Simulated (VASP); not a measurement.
# Ge (P6_3/mmc) in VASP: further runs

Runs on Ge. Level: PBE. Tasks: single point.

Program: VASP 6.6.1. These are calculated values, not measurements. Logs are shortened: lines on timing, memory, paths and dates and some standing lists are left out, and cuts for length are marked.

### Step 1. The cell of the first run

Symmetry: P6_3/mmc, No. 194, hexagonal system. The conventional cell has a = 4.003 Å, b = 4.003 Å, c = 10.138 Å, α = 90.00°, β = 90.00°, γ = 120.00°. Ge (site symmetry -3m) has 6 Ge at 2.64 Å within 3.5 Å. Within 3.3 Å of Ge (site symmetry 3m) lie 4 Ge at 2.52 to 2.64 Å.

The cell was generated, and may not be a known phase.

### Step 2. Single point, PBE

Input file INCAR:

```
SYSTEM = Ge
PREC = Accurate ; ENCUT = 520
EDIFF = 1E-6 ; ISMEAR = 0
SIGMA = 0.1 ; LREAL = .FALSE.
LASPH = .TRUE. ; NELM = 60
ALGO = Normal ; ISIF = 2
LWAVE = .FALSE. ; LCHARG = .FALSE.
GGA = PE ; NBANDS = 51
```

Input file KPOINTS:

```
regular mesh
0
G
  6 6 2
  0 0 0
```

Input file POSCAR:

```
Ge
1.0
    4.0026215080      0.0000000000      0.0000000000
   -2.0013107540      3.4663719076      0.0000000000
    0.0000000000      0.0000000000     10.1382440227
Ge
6
Direct
    0.0000000000      0.0000000000      0.5000000000
    0.0000000000      0.0000000000      0.0000000000
    0.6666666667      0.3333333333      0.3742929653
    0.3333333333      0.6666666667      0.6257070347
    0.3333333333      0.6666666667      0.8742929653
    0.6666666667      0.3333333333      0.1257070347
```

Potentials or basis: VASP PAW PBE potentials, release 64 (Ge_d).

Started as:

```bash
> cat potpaw_PBE.64/Ge_d/POTCAR > POTCAR
> mpirun -np 1 vasp_std > vasp.out
```

OUTCAR:

```text
SYSTEM = Ge
   PREC = Accurate
   ENCUT = 520
   EDIFF = 1E-6
   ISMEAR = 0
   LREAL = .FALSE.
   LASPH = .TRUE.
   NELM = 60
   ISIF = 2
   GGA = PE

 ion  position               nearest neighbor table
   1  0.000  0.000  0.500-   3 2.64   4 2.64   4 2.64   3 2.64   3 2.64   4 2.64
   2  0.000  0.000  0.000-   5 2.64   6 2.64   5 2.64   6 2.64   6 2.64   5 2.64
   3  0.667  0.333  0.374-   6 2.52   1 2.64   1 2.64   1 2.64
   4  0.333  0.667  0.626-   5 2.52   1 2.64   1 2.64   1 2.64
   5  0.333  0.667  0.874-   4 2.52   2 2.64   2 2.64   2 2.64
   6  0.667  0.333  0.126-   3 2.52   2 2.64   2 2.64   2 2.64

  LATTYP: Found a hexagonal cell.
 ALAT       =     4.0026215080
 C/A-ratio  =     2.5329010006

  Lattice vectors:

 A1 = (   4.0026215080,   0.0000000000,   0.0000000000)
 A2 = (  -2.0013107540,   3.4663719076,   0.0000000000)
 A3 = (   0.0000000000,   0.0000000000,  10.1382440227)

Analysis of symmetry for initial positions (statically):
=====================================================================
 Subroutine PRICEL returns:
 Original cell was already a primitive cell.

 Routine SETGRP: Setting up the symmetry group for a
 hexagonal supercell.

 Subroutine GETGRP returns: Found 24 space group operations
 (whereof 12 operations were pure point group operations)
 out of a pool of 24 trial point group operations.

The static configuration has the point symmetry D_3d.
 The point group associated with its full space group is D_6h.

Analysis of symmetry for dynamics (positions and initial velocities):
=====================================================================
 Subroutine PRICEL returns:
 Original cell was already a primitive cell.

 Routine SETGRP: Setting up the symmetry group for a
 hexagonal supercell.

 Subroutine GETGRP returns: Found 24 space group operations
 (whereof 12 operations were pure point group operations)
 out of a pool of 24 trial point group operations.

The dynamic configuration has the point symmetry D_3d.
 The point group associated with its full space group is D_6h.

 Subroutine INISYM returns: Found 24 space group operations
 (whereof 12 operations are pure point group operations),
 and found     1 'primitive' translations

----------------------------------------------------------------------------------------

                                     Primitive cell

  volume of cell :     140.6638

  direct lattice vectors                    reciprocal lattice vectors
     4.002621508  0.000000000  0.000000000     0.249836263  0.144243034  0.000000000
    -2.001310754  3.466371908  0.000000000     0.000000000  0.288486067  0.000000000
     0.000000000  0.000000000 10.138244023     0.000000000  0.000000000  0.098636411

  length of vectors
     4.002621508  4.002621508 10.138244023     0.288486067  0.288486067  0.098636411

  position of ions in fractional coordinates (direct lattice)
     0.000000000  0.000000000  0.500000000
     0.000000000  0.000000000  0.000000000
     0.666666667  0.333333333  0.374292965
     0.333333333  0.666666667  0.625707035
     0.333333333  0.666666667  0.874292965
     0.666666667  0.333333333  0.125707035

  ion indices of the primitive-cell ions
   primitive index   ion index
                 1           1
                 2           2
                 3           3
                 4           4
                 5           5
                 6           6

----------------------------------------------------------------------------------------

 KPOINTS: regular mesh

Automatic generation of k-mesh.
 Grid dimensions read from file:
 generate k-points for:    6    6    2

 Generating k-lattice:

  Cartesian coordinates                     Fractional coordinates (reciprocal lattice)
     0.041639377  0.024040506  0.000000000     0.166666667  0.000000000  0.000000000
     0.000000000  0.048081011  0.000000000     0.000000000  0.166666667  0.000000000
     0.000000000  0.000000000  0.049318205     0.000000000  0.000000000  0.500000000

  Length of vectors
     0.048081011  0.048081011  0.049318205

  Shift w.r.t. Gamma in fractional coordinates (k-lattice)
     0.000000000  0.000000000  0.000000000

 Subroutine IBZKPT returns following result:
 ===========================================

 Found     14 irreducible k-points:

 Following reciprocal coordinates:
            Coordinates               Weight
  0.000000  0.000000  0.000000      1.000000
  0.166667 -0.000000  0.000000      6.000000
  0.333333 -0.000000  0.000000      6.000000
  0.500000  0.000000  0.000000      3.000000
  0.166667  0.166667  0.000000      6.000000
  0.333333  0.166667  0.000000     12.000000
  0.333333  0.333333  0.000000      2.000000
  0.000000  0.000000  0.500000      1.000000
  0.166667 -0.000000  0.500000      6.000000
  0.333333 -0.000000  0.500000      6.000000
  0.500000  0.000000  0.500000      3.000000
  0.166667  0.166667  0.500000      6.000000
  0.333333  0.166667  0.500000     12.000000
  0.333333  0.333333  0.500000      2.000000
   k-points           NKPTS =     14   k-points in BZ     NKDIM =     14   number of bands    NBANDS=     51
   number of dos      NEDOS =    301   number of ions     NIONS =      6
   total plane-waves  NPLWV =  72000
   dimension x,y,z NGX =    30 NGY =   30 NGZ =   80
   dimension x,y,z NGXF=    60 NGYF=   60 NGZF=  160
   ions per type =               6
   NGX,Y,Z   is equivalent  to a cutoff of  12.46, 12.46, 13.12 a.u.
   NGXF,Y,Z  is equivalent  to a cutoff of  24.92, 24.92, 26.24 a.u.
 SYSTEM =  Ge
   PREC   = accura    normal or accurate (medium, high low for compatibility)
   ISTART =      0    job   : 0-new  1-cont  2-samecut
   ICHARG =      2    charge: 1-file 2-atom 10-const
   ISPIN  =      1    spin polarized calculation?
   LNONCOLLINEAR =      F non collinear calculations
   LSORBIT =      F    spin-orbit coupling
   LASPH  =      T    aspherical Exc in radial PAW
   ENCUT  =  520.0 eV  38.22 Ry    6.18 a.u.   7.44  7.44 18.85*2*pi/ulx,y,z
   NELM   =     60;   NELMIN=  2; NELMDL= -5     # of ELM steps
   EDIFF  = 0.1E-05   stopping-criterion for ELM
   LREAL  =      F    real-space projection
   EDIFFG = 0.1E-04   stopping-criterion for IOM
   NSW    =      0    number of steps for IOM
   IBRION =     -1    ionic relax: 0-MD 1-quasi-New 2-CG
   NFREE  =      0    steps in history (QN), initial steepest desc. (CG)
   ISIF   =      2    stress and relaxation
   ISYM   =      2    0-nonsym 1-usesym 2-fastsym
   POTIM  = 0.5000    time-step for ionic-motion
   TEBEG  =    0.0;   TEEND  =   0.0 temperature during run
   PSTRESS=    0.0 pullay stress
   NELECT =      84.0000    total number of electrons
   NUPDOWN=      -1.0000    fix difference up-down
   EMIN   =  10.00;   EMAX   =-10.00  energy-range for DOS
   EFERMI =   0.00;   METHOD = LEGACY
   ISMEAR =     0;   SIGMA  =   0.10  broadening in eV -4-tet -1-fermi 0-gaus
   EFERMI_NEDOS =   21; number of points for ismear=-14 and -15
   IALGO  =     38    algorithm
   IMIX   =      4    mixing-type and parameters
     AMIX     =   0.40;   BMIX     =  1.00
     AMIX_MAG =   1.60;   BMIX_MAG =  1.00
  volume/ion in A,a.u.               =      23.44       158.21
  Fermi-wavevector in a.u.,A,eV,Ry     =   1.378607  2.605189 25.858648  1.900557
  Thomas-Fermi vector in A             =   2.503653
   LORBIT       =      0    0 simple, 1 ext, 2 COOP (PROOUT), +10 PAW based schemes
   GGA     = PE    functional components
   LHFCALC =     F    Hartree Fock is set to
   AEXX    =    0.0000 exact exchange contribution
   IVDW    =     0    specifies the selected vdW correction
   LEPSILON=     F    determine dielectric tensor
   LRPA    =     F    only Hartree local field effects (RPA)
 non-spin polarized calculation
 Gauss-broadening in eV      SIGMA  =   0.10
  energy-cutoff  :      520.00
  volume of cell :      140.66
 maximum number of plane-waves:      3818
 NGX is ok and might be reduce to    30
   NGX = 15   NGY = 15   NGZ = 37

 number of electron      84.0000065 magnetization

 Free energy of the ion-electron system (eV)
  ---------------------------------------------------
  ext. energy  EPLUGINS =         0.00000000
  ---------------------------------------------------
  free energy    TOTEN  =       -25.24859904 eV

  energy without entropy =      -25.24266801  energy(sigma->0) =      -25.24563353

 E-fermi :   4.5846     XC(G=0):  -9.9010

 val. band max:        4.3556421428   @ k =   0.0000   0.0000   0.0000
 cond. band min:       4.6529233487   @ k =   0.3333   0.1667   0.0000
 fundamental gap:      0.2972812059
 Fermi energy:         4.5846090053

 k-point     1 :       0.0000    0.0000    0.0000
  band No.  band energies     occupation
      1     -20.2198      2.00000
      2     -20.2198      2.00000
      3     -20.2062      2.00000
      4     -20.2034      2.00000
      5     -20.1929      2.00000
      6     -20.1929      2.00000
[... 43 lines left out ...]
     50       8.2265      0.00000
     51       8.2265      0.00000

 k-point     2 :       0.1667   -0.0000    0.0000
  band No.  band energies     occupation
      1     -20.2182      2.00000
      2     -20.2114      2.00000
      3     -20.2045      2.00000
      4     -20.2009      2.00000
      5     -20.1919      2.00000
      6     -20.1805      2.00000
[... 43 lines left out ...]
     50       9.0176      0.00000
     51       9.3070      0.00000

 k-point     3 :       0.3333   -0.0000    0.0000
  band No.  band energies     occupation
      1     -20.2145      2.00000
      2     -20.2110      2.00000
      3     -20.2007      2.00000
      4     -20.1909      2.00000
      5     -20.1752      2.00000
      6     -20.1582      2.00000
[... 43 lines left out ...]
     50       9.5074      0.00000
     51       9.6878      0.00000
[... 487 lines left out ...]
 k-point    13 :       0.3333    0.1667    0.5000
  band No.  band energies     occupation
      1     -20.2057      2.00000
      2     -20.2057      2.00000
      3     -20.1968      2.00000
      4     -20.1968      2.00000
      5     -20.1634      2.00000
      6     -20.1634      2.00000
[... 43 lines left out ...]
     50       9.5445      0.00000
     51      10.7531      0.00000

 k-point    14 :       0.3333    0.3333    0.5000
  band No.  band energies     occupation
      1     -20.2047      2.00000
      2     -20.2047      2.00000
      3     -20.1856      2.00000
      4     -20.1856      2.00000
      5     -20.1638      2.00000
      6     -20.1638      2.00000
[... 43 lines left out ...]
     50      10.5613      0.00000
     51      11.0140      0.00000

------------------------ aborting loop because EDIFF is reached ----------------------------------------

  FORCE on cell =-STRESS in cart. coord.  units (eV):
  Direction    XX          YY          ZZ          XY          YZ          ZX
  --------------------------------------------------------------------------------------
  -------------------------------------------------------------------------------------
  Total        0.0678229      0.0678229      0.0584112      0.0000000      0.0000000      0.0000000
  in kB        0.7725104      0.7725104      0.6653103      0.0000000      0.0000000      0.0000000
  external PRESSURE =       0.7367770 kB  Pullay stress =       0.0000000 kB

 VOLUME and BASIS-vectors are now :
 -----------------------------------------------------------------------------
  energy-cutoff  :      520.00
  volume of cell :      140.66
      direct lattice vectors                 reciprocal lattice vectors
     4.002621508  0.000000000  0.000000000     0.249836263  0.144243034  0.000000000
    -2.001310754  3.466371908  0.000000000     0.000000000  0.288486067  0.000000000
     0.000000000  0.000000000 10.138244023     0.000000000  0.000000000  0.098636411

 POSITION                                       TOTAL-FORCE (eV/Angst)
 -----------------------------------------------------------------------------------
      0.00000      0.00000      5.06912        -0.000000      0.000000     -0.000000
      0.00000      0.00000      0.00000        -0.000000      0.000000     -0.000000
      2.00131      1.15546      3.79467        -0.000000      0.000000      0.002067
     -0.00000      2.31091      6.34357         0.000000     -0.000000     -0.002067
     -0.00000      2.31091      8.86380         0.000000      0.000000      0.002067
      2.00131      1.15546      1.27445        -0.000000      0.000000     -0.002067
 -----------------------------------------------------------------------------------
    total drift:                                0.000000     -0.000000     -0.000000

  FREE ENERGIE OF THE ION-ELECTRON SYSTEM (eV)
  ---------------------------------------------------
  free  energy   TOTEN  =       -25.2485990428 eV

  energy  without entropy=      -25.2426680142  energy(sigma->0) =      -25.24563353
```

Wall time 2.8 min (1 thread of Intel Xeon 8259CL, shared host); peak memory 0.28 GiB.

What came out:

```
Free energy            : -25.2486 eV
Pressure               : 0.1 GPa
Band gap on the k mesh : zero (bands 42 and 43 overlap by 1.10 eV)
```

Forces on the atoms (eV/Å):
```
Ge   0.000  0.000  0.000
Ge   0.000  0.000  0.000
Ge   0.000  0.000  0.002
Ge   0.000  0.000 -0.002
Ge   0.000  0.000  0.002
Ge   0.000  0.000 -0.002
```

(Part 1 of 2 ends here.)

The gap in the log of VASP goes by the Fermi energy; the results here count the filled bands.